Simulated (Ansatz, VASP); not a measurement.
# Ag: VASP beside Ansatz

File INCAR:

```
PREC     = Accurate       # precision mode
ENCUT    = 520            # plane-wave cutoff, eV
EDIFF    = 1E-6           # SCF threshold, eV
ISMEAR   = 0              # smearing method
SIGMA    = 0.1            # smearing width, eV
LREAL    = False          # projectors in reciprocal space
LASPH    = True           # aspherical terms in the spheres
NELM     = 100            # most SCF steps
ALGO     = Normal         # electronic algorithm
ISIF     = 2              # what is computed and relaxed
LWAVE    = False          # write WAVECAR
LCHARG   = False          # write CHGCAR
GGA      = PE             # functional
NBANDS   = 12             # bands
```

Contents of KPOINTS:

```
Automatic mesh
0
Gamma
  8 8 8
```

Contents of POSCAR:

```
Ag
1.0
   -1.6556540000      1.6556540000      1.6556540000
    1.6556540000     -1.6556540000      1.6556540000
    1.6556540000      1.6556540000     -1.6556540000
Ag
1
Direct
    0.0000000000      0.0000000000      0.0000000000
```

Input for Ansatz:

```yaml
crystal:
  lattice:
    - [-1.655654, 1.655654, 1.655654]
    - [1.655654, -1.655654, 1.655654]
    - [1.655654, 1.655654, -1.655654]
  atoms:
    - { symbol: Ag, position: [0.0, 0.0, 0.0] }
basis:
  ecutwfc: 420
kpoints:
  mp_grid: { grid: [8, 8, 8] }
hamiltonian:
  xc: pbe
scf:
  occupations: { method: gaussian, width: 0.1 }
output:
  forces: true
  stress: true
  eigenvalues: true
```

Alike in both runs: task single point; functional PBE; k mesh 8 × 8 × 8; occupations gaussian, width 0.1 eV; no spin polarisation.

|  | VASP | Ansatz |
| --- | --- | --- |
| version | VASP 6.6.1 | Ansatz 0.2.0 |
| potentials or method | VASP PAW PBE potentials, release 64 (Ag), cutoff 520 eV | scalar-relativistic, plane waves, PAW |
| valence electrons in the cell | 11 | 19 |

VASP gave:

* gap on the k mesh at the Fermi level (eV): none
* pressure (GPa): -0.9

Which values does Ansatz return?

gap on the k mesh at the Fermi level (eV): none; pressure (GPa): -0.8.

A gap of «none» marks a metal or a gap that the smearing closes. VASP's potentials hold 11 valence electrons a cell and Ansatz's 19, so a difference there can come from the potentials and not from the codes.
